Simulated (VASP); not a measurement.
A run of VASP 6.6.1 is set up as follows.

Contents of INCAR:

```
SYSTEM = MgCdTe3
ALGO = Normal
EDIFF = 1E-6
EDIFFG = -0.01
ENCUT = 600
GGA = PE
IBRION = 2
ISIF = 3
ISMEAR = 0
LASPH = .TRUE.
LCHARG = .FALSE.
LREAL = .FALSE.
LWAVE = .FALSE.
NELM = 80
NSW = 100
PREC = Accurate
SIGMA = 0.1
```

File KPOINTS:

```
k-points
0
G
  6 6 8
  0 0 0
```

POSCAR

```
MgCdTe3
1.0
    6.5019145956      0.0000000000      0.0000000000
   -3.2509572978      5.6308232130      0.0000000000
    0.0000000000      0.0000000000      5.5061953301
Mg Cd Te
1 1 3
Direct
    0.0000000000      0.0000000000      0.5000000000
    0.0000000000      0.0000000000      0.0000000000
    0.5000000000      0.0000000000      0.0000000000
    0.0000000000      0.5000000000      0.0000000000
    0.5000000000      0.5000000000      0.0000000000
```

Potentials or basis: VASP PAW PBE potentials, release 64 (Mg, Cd, Te).

Run with:

```bash
$ cat potpaw_PBE.64/Mg/POTCAR potpaw_PBE.64/Cd/POTCAR potpaw_PBE.64/Te/POTCAR > POTCAR
$ mpirun -np 1 vasp_std > vasp.out
```

Problem. Estimate the band gap on the k mesh.

Solution. Zero (bands 16 and 17 overlap by 1.85 eV).

Problem. Predict the space group after relaxing (to 0.1 Å).

Solution. P6/mmm (No. 191).

Problem. Predict the relaxed cell.

Solution. a = 6.413 Å, b = 6.413 Å, c = 5.517 Å, α = 90.00°, β = 90.00°, γ = 120.00°.

Final structure:
```yaml
crystal:
  lattice:
    - [6.41273, 0.00000, 0.00000]
    - [-3.20637, 5.55359, 0.00000]
    - [0.00000, 0.00000, 5.51695]
  atoms:
    - { symbol: Mg, position: [0.00000, 0.00000, 0.50000] }
    - { symbol: Cd, position: [0.00000, 0.00000, 0.00000] }
    - { symbol: Te, position: [0.50000, 0.00000, 0.00000] }
    - { symbol: Te, position: [0.00000, 0.50000, 0.00000] }
    - { symbol: Te, position: [0.50000, 0.50000, 0.00000] }
```

Caveat: spin-orbit coupling is left out, which moves the levels of the heavy elements.
